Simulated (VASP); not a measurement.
# AlN (Pm) in VASP: a series of runs, part 2 of 2

VASP 6.6.1. The steps go on from the part before.

### Step 5. Single point, PBE (atom 1 (Al) moved by +0.504 Å along [1 0 0] and -0.252 Å along [1 2 0])

The input, INCAR:

```
SYSTEM = AlN
ALGO = Normal ; EDIFF = 1E-6
ENCUT = 520 ; GGA = PE
ISIF = 2 ; ISMEAR = 0
LASPH = .True. ; LCHARG = .False.
LREAL = .False. ; LWAVE = .False.
NBANDS = 26 ; NELM = 80
PREC = Accurate ; SIGMA = 0.05
```

The input, KPOINTS:

```
k-points
0
Gamma
  8 6 4
  0 0 0
```

The input, POSCAR:

```
AlN
1.0
   -1.6567491617      2.8695737234      0.0000000000
    0.0000000000      0.0000000000      4.1874629526
    4.9702474850      2.8695737234      0.0000000000
Al N
4 4
Direct
    0.3580840079      0.7500000000      0.2207647373
    0.0000000000      0.7500000000      0.6666666667
    0.0000000000      0.2500000000      0.3333333333
    0.5000000000      0.2500000000      0.8333333333
    0.5000000000      0.2500000000      0.1666666667
    0.0000000000      0.2500000000      0.6666666667
    0.0000000000      0.7500000000      0.3333333333
    0.5000000000      0.7500000000      0.8333333333
```

Potentials or basis: VASP PAW PBE potentials, release 64 (Al, N).

Command:

```sh
cat potpaw_PBE.64/Al/POTCAR potpaw_PBE.64/N/POTCAR > POTCAR
mpirun -np 1 vasp_std > vasp.out
```

OUTCAR:

```text
SYSTEM = AlN
   EDIFF = 1E-6
   ENCUT = 520
   GGA = PE
   ISIF = 2
   ISMEAR = 0
   LASPH = .True.
   LREAL = .False.
   NELM = 80
   PREC = Accurate

 ion  position               nearest neighbor table
   1  0.358  0.750  0.221-   7 1.35   5 2.17   5 2.17   7 2.22   8 2.27   3 2.49   3 2.49   2 2.82
                             3 3.05   3 3.05   4 3.09   4 3.09   2 3.33
   2  0.000  0.750  0.667-   8 1.91   8 1.91   7 1.91   6 2.09   6 2.09   1 2.82   4 2.84   4 2.84
                             4 2.84   4 2.84   3 2.84   3 2.84   1 3.33
   3  0.000  0.250  0.333-   5 1.91   5 1.91   6 1.91   7 2.09   7 2.09   1 2.49   1 2.49   2 2.84
                             2 2.84   1 3.05   1 3.05   4 3.31   4 3.31   4 3.31   4 3.31
   4  0.500  0.250  0.833-   6 1.91   6 1.91   5 1.91   8 2.09   8 2.09   2 2.84   2 2.84   2 2.84
                             2 2.84   1 3.09   1 3.09   3 3.31   3 3.31   3 3.31   3 3.31
   5  0.500  0.250  0.167-   3 1.91   3 1.91   4 1.91   1 2.17   1 2.17
   6  0.000  0.250  0.667-   4 1.91   4 1.91   3 1.91   2 2.09   2 2.09
   7  0.000  0.750  0.333-   1 1.35   2 1.91   3 2.09   3 2.09   1 2.22
   8  0.500  0.750  0.833-   2 1.91   2 1.91   4 2.09   4 2.09   1 2.27

  LATTYP: Found a simple orthorhombic cell.
 ALAT       =     3.3134983233
 B/A-ratio  =     1.2637588868
 C/A-ratio  =     1.7320508076

  Lattice vectors:

 A1 = (  -1.6567491617,   2.8695737234,   0.0000000000)
 A2 = (   0.0000000000,   0.0000000000,   4.1874629526)
 A3 = (   4.9702474850,   2.8695737234,   0.0000000000)

Analysis of symmetry for initial positions (statically):
=====================================================================
 Subroutine PRICEL returns:
 Original cell was already a primitive cell.

 Routine SETGRP: Setting up the symmetry group for a
 simple orthorhombic supercell.

 Subroutine GETGRP returns: Found  2 space group operations
 (whereof  1 operations were pure point group operations)
 out of a pool of  8 trial point group operations.

The static configuration has the point symmetry C_1 .
 The point group associated with its full space group is C_1h.

Analysis of symmetry for dynamics (positions and initial velocities):
[... 151 lines left out ...]
   AEXX    =    0.0000 exact exchange contribution
   IVDW    =     0    specifies the selected vdW correction
   LEPSILON=     F    determine dielectric tensor
   LRPA    =     F    only Hartree local field effects (RPA)
 non-spin polarized calculation
 Gauss-broadening in eV      SIGMA  =   0.05
  energy-cutoff  :      520.00
  volume of cell :       79.63
 maximum number of plane-waves:      2174
 NGX is ok and might be reduce to    28
   NGX = 13   NGY = 15   NGZ = 21

 number of electron      31.9999994 magnetization

 Free energy of the ion-electron system (eV)
  ---------------------------------------------------
  ext. energy  EPLUGINS =         0.00000000
  ---------------------------------------------------
  free energy    TOTEN  =       -52.42203354 eV

  energy without entropy =      -52.42203354  energy(sigma->0) =      -52.42203354

 E-fermi :   8.0383     XC(G=0): -11.1309

 val. band max:        7.8007771440   @ k =   0.0000   0.0000   0.0000
 cond. band min:      10.6402185309   @ k =   0.0000   0.0000   0.0000
 fundamental gap:      2.8394413868
 Fermi energy:         8.0383236834

 k-point     1 :       0.0000    0.0000    0.0000
  band No.  band energies     occupation
      1      -9.1402      2.00000
      2      -7.1260      2.00000
      3      -6.1276      2.00000
      4      -4.9413      2.00000
      5       0.7533      2.00000
      6       1.2830      2.00000
[... 685 lines left out ...]
     25      17.6794      0.00000
     26      17.8873      0.00000

 [... further k-points ...]

------------------------ aborting loop because EDIFF is reached ----------------------------------------

  FORCE on cell =-STRESS in cart. coord.  units (eV):
  Direction    XX          YY          ZZ          XY          YZ          ZX
  --------------------------------------------------------------------------------------
  -------------------------------------------------------------------------------------
  Total       26.6143692      8.3790766      0.6580111    -17.5028308      0.0000000      0.0000000
  in kB      535.4780146    168.5860469     13.2391077   -352.1549208      0.0000000      0.0000000
  external PRESSURE =     239.1010564 kB  Pullay stress =       0.0000000 kB

 VOLUME and BASIS-vectors are now :
 -----------------------------------------------------------------------------
  energy-cutoff  :      520.00
  volume of cell :       79.63
      direct lattice vectors                 reciprocal lattice vectors
    -1.656749162  2.869573723  0.000000000    -0.150897919  0.261362862  0.000000000
     0.000000000  0.000000000  4.187462953     0.000000000  0.000000000  0.238808083
     4.970247485  2.869573723  0.000000000     0.150897919  0.087120954  0.000000000

 POSITION                                       TOTAL-FORCE (eV/Angst)
 -----------------------------------------------------------------------------------
      0.50400      1.66105      3.14060       -29.111442     16.476084      0.000000
      3.31350      1.91305      3.14060         1.302086      0.401065      0.000000
      1.65675      0.95652      1.04687         0.976182     -1.001298      0.000000
      3.31350      3.82610      1.04687         0.221459      0.264980      0.000000
      0.00000      1.91305      1.04687         1.609589     -0.198678      0.000000
      3.31350      1.91305      1.04687        -0.613918     -0.370248      0.000000
      1.65675      0.95652      3.14060        25.019821    -15.259630      0.000000
      3.31350      3.82610      3.14060         0.596223     -0.312275      0.000000
 -----------------------------------------------------------------------------------
    total drift:                                0.000113      0.000436      0.000000

  FREE ENERGIE OF THE ION-ELECTRON SYSTEM (eV)
  ---------------------------------------------------
  free  energy   TOTEN  =       -52.4220335405 eV

  energy  without entropy=      -52.4220335405  energy(sigma->0) =      -52.42203354
```

Run time: 57 s. Hardware: 1 thread of Intel Xeon 6975P-C (Granite Rapids), shared host; peak memory 0.26 GiB.

What came out:

| Property | Result |
| --- | --- |
| Free energy | -52.4220 eV |
| Pressure | 23.9 GPa |
| Largest force | 33.451 eV/Å |
| Band gap on the k mesh | 2.84 eV, direct |

Forces in eV/Å, atoms in the order of the input:
```
Al  -29.111  16.476   0.000
Al    1.302   0.401   0.000
Al    0.976  -1.001   0.000
Al    0.221   0.265   0.000
N     1.610  -0.199   0.000
N    -0.614  -0.370   0.000
N    25.020 -15.260   0.000
N     0.596  -0.312   0.000
```

Levels at points of the mesh, in eV from the valence-band top:
```
           k point  band 12  band 13  band 14  band 15  band 16  band 17  band 18  band 19  band 20  band 21
(0.00, 0.00, 0.00)    -2.68    -2.04    -1.41    -0.95     0.00     2.84     3.76     4.44     6.72     6.88
(0.50, 0.00, 0.00)    -3.47    -3.04    -2.23    -2.18    -1.57     5.26     5.62     6.03     6.28     6.85
(0.00, 0.50, 0.00)    -2.41    -2.36    -1.95    -1.70    -1.26     4.74     5.02     5.64     5.77     8.17
(0.50, 0.50, 0.00)    -3.74    -1.79    -0.92    -0.68    -0.53     5.30     5.69     6.42     6.55     8.31
(0.00, 0.00, 0.50)    -2.63    -1.82    -1.51    -0.89    -0.62     4.37     4.80     5.60     6.04     7.28
(0.50, 0.00, 0.50)    -3.80    -3.17    -2.45    -1.64    -0.86     3.66     4.15     6.28     6.67     7.28
(0.00, 0.50, 0.50)    -2.46    -2.24    -2.09    -1.43    -1.20     4.82     5.16     5.51     5.89     7.89
(0.50, 0.50, 0.50)    -2.61    -2.53    -1.43    -1.29    -1.18     4.57     4.80     5.16     5.29     8.53
```

Caveat: the cell differs from its parent crystal (atom 1 (Al) moved by +0.504 Å along [1 0 0] and -0.252 Å along [1 2 0]); forces of over 1 eV/Å act on the atoms, so gaps and moduli don't describe the material at rest.

### Step 6. Single point, PBE (atom 1 (Al) moved by -0.504 Å along [1 0 0] and +0.000 Å along [1 2 0])

The input, INCAR:

```
SYSTEM = AlN
  PREC = Accurate
  ENCUT = 520
  EDIFF = 1E-7
  ISMEAR = 0
  SIGMA = 0.05
  LREAL = .FALSE.
  LASPH = .TRUE.
  NELM = 80
  ALGO = Normal
  ISIF = 2
  LWAVE = .FALSE.
  LCHARG = .TRUE.
  GGA = PE
  LELF = .TRUE.
  LVHAR = .TRUE.
  NBANDS = 26
```

The input, KPOINTS:

```
Automatic mesh
0
G
  8 6 4
  0 0 0
```

Edit POSCAR of step 5 so:

```diff
@@ -8,3 +8,3 @@
 Direct
-    0.3580840079      0.7500000000      0.2207647373
+    0.5760525509      0.7500000000      0.0906141158
     0.0000000000      0.7500000000      0.6666666667
```

Potentials or basis: VASP PAW PBE potentials, release 64 (Al, N).

Command:

```sh
cat potpaw_PBE.64/Al/POTCAR potpaw_PBE.64/N/POTCAR > POTCAR
mpirun -np 1 vasp_std > vasp.out
```

OUTCAR:

```text
SYSTEM = AlN
   PREC = Accurate
   ENCUT = 520
   EDIFF = 1E-7
   ISMEAR = 0
   LREAL = .FALSE.
   LASPH = .TRUE.
   NELM = 80
   ISIF = 2
   GGA = PE

 ion  position               nearest neighbor table
   1  0.576  0.750  0.091-   8 1.50   7 1.98   5 2.15   5 2.15   7 2.36   4 2.57   4 2.57   2 2.81
                             3 2.88   3 2.88   2 3.09   3 3.16   3 3.16
   2  0.000  0.750  0.667-   8 1.91   8 1.91   7 1.91   6 2.09   6 2.09   1 2.81   4 2.84   4 2.84
                             4 2.84   4 2.84   3 2.84   3 2.84   1 3.09
   3  0.000  0.250  0.333-   5 1.91   5 1.91   6 1.91   7 2.09   7 2.09   2 2.84   2 2.84   1 2.88
                             1 2.88   1 3.16   1 3.16   4 3.31   4 3.31   4 3.31   4 3.31
   4  0.500  0.250  0.833-   6 1.91   6 1.91   5 1.91   8 2.09   8 2.09   1 2.57   1 2.57   2 2.84
                             2 2.84   2 2.84   2 2.84   3 3.31   3 3.31   3 3.31   3 3.31
   5  0.500  0.250  0.167-   3 1.91   3 1.91   4 1.91   1 2.15   1 2.15
   6  0.000  0.250  0.667-   4 1.91   4 1.91   3 1.91   2 2.09   2 2.09
   7  0.000  0.750  0.333-   2 1.91   1 1.98   3 2.09   3 2.09   1 2.36
   8  0.500  0.750  0.833-   1 1.50   2 1.91   2 1.91   4 2.09   4 2.09

  LATTYP: Found a simple orthorhombic cell.
 ALAT       =     3.3134983233
 B/A-ratio  =     1.2637588868
[... 208 lines left out ...]
      3      -6.4559      2.00000
      4      -4.6021      2.00000
      5       0.5947      2.00000
      6       1.3713      2.00000
[... 685 lines left out ...]
     25      17.4573      0.00000
     26      18.0633      0.00000

 [... further k-points ...]

------------------------ aborting loop because EDIFF is reached ----------------------------------------

  FORCE on cell =-STRESS in cart. coord.  units (eV):
  Direction    XX          YY          ZZ          XY          YZ          ZX
  --------------------------------------------------------------------------------------
  -------------------------------------------------------------------------------------
  Total       10.4021146      7.0456145      0.4349646      9.4293913      0.0000000      0.0000000
  in kB      209.2893359    141.7569437      8.7514373    189.7182561      0.0000000      0.0000000
  external PRESSURE =     119.9325723 kB  Pullay stress =       0.0000000 kB

 VOLUME and BASIS-vectors are now :
 -----------------------------------------------------------------------------
  energy-cutoff  :      520.00
  volume of cell :       79.63
      direct lattice vectors                 reciprocal lattice vectors
    -1.656749162  2.869573723  0.000000000    -0.150897919  0.261362862  0.000000000
     0.000000000  0.000000000  4.187462953     0.000000000  0.000000000  0.238808083
     4.970247485  2.869573723  0.000000000     0.150897919  0.087120954  0.000000000

 POSITION                                       TOTAL-FORCE (eV/Angst)
 -----------------------------------------------------------------------------------
     -0.50400      1.91305      3.14060        15.600179      9.993383      0.000000
      3.31350      1.91305      3.14060        -2.316961     -1.130863      0.000000
      1.65675      0.95652      1.04687        -0.559005     -0.011389      0.000000
      3.31350      3.82610      1.04687        -0.152494     -0.469459      0.000000
      0.00000      1.91305      1.04687        -2.017200     -0.467350      0.000000
      3.31350      1.91305      1.04687         0.832163      0.523732      0.000000
      1.65675      0.95652      3.14060        -0.962483     -0.410227      0.000000
      3.31350      3.82610      3.14060       -10.424199     -8.027827      0.000000
 -----------------------------------------------------------------------------------
    total drift:                                0.000186      0.000062      0.000000

  FREE ENERGIE OF THE ION-ELECTRON SYSTEM (eV)
  ---------------------------------------------------
  free  energy   TOTEN  =       -55.3434904147 eV

  energy  without entropy=      -55.3434904147  energy(sigma->0) =      -55.34349041
```

Wall time 69 s (1 thread of Intel Xeon 6975P-C (Granite Rapids), shared host); peak memory 0.26 GiB.

What came out:

* Free energy: -55.3435 eV
* Pressure: 12.0 GPa
* Largest force: 18.527 eV/Å
* Band gap on the k mesh: 2.29 eV, direct

Forces in eV/Å, atoms in the order of the input:
```
Al   15.600   9.993   0.000
Al   -2.317  -1.131   0.000
Al   -0.559  -0.011   0.000
Al   -0.152  -0.469   0.000
N    -2.017  -0.467   0.000
N     0.832   0.524   0.000
N    -0.962  -0.410   0.000
N   -10.424  -8.028   0.000
```

Stress tensor (GPa, compression positive):
```
20.93 18.97  0.00
18.97 14.18  0.00
 0.00  0.00  0.88
```

Levels at points of the mesh, in eV from the valence-band top:
```csv
k point,band 12,band 13,band 14,band 15,band 16,band 17,band 18,band 19,band 20,band 21
"(0.00, 0.00, 0.00)",-2.88,-2.50,-1.82,-0.07,0.00,2.29,3.57,4.49,6.79,6.86
"(0.50, 0.00, 0.00)",-3.79,-2.64,-2.20,-2.12,-1.94,4.80,4.88,5.74,6.02,7.32
"(0.00, 0.50, 0.00)",-2.61,-2.44,-1.61,-1.48,-0.67,3.56,4.68,5.42,6.03,8.01
"(0.50, 0.50, 0.00)",-4.52,-1.94,-1.49,-0.50,-0.45,5.17,5.28,6.15,6.58,8.05
"(0.00, 0.00, 0.50)",-3.05,-2.35,-1.97,-0.61,-0.01,3.35,4.88,5.70,5.84,7.50
"(0.50, 0.00, 0.50)",-3.44,-2.80,-2.37,-1.65,-1.28,3.16,4.05,6.01,6.46,6.82
"(0.00, 0.50, 0.50)",-2.63,-2.41,-1.51,-1.35,-0.74,3.37,4.83,5.16,6.46,8.13
"(0.50, 0.50, 0.50)",-3.25,-2.67,-2.21,-1.19,-0.86,4.21,4.38,5.22,5.50,8.37
```

Caveat: the cell differs from its parent crystal (atom 1 (Al) moved by -0.504 Å along [1 0 0] and +0.000 Å along [1 2 0]); forces of over 1 eV/Å act on the atoms, so gaps and moduli don't describe the material at rest. A k mesh can miss the band edges.
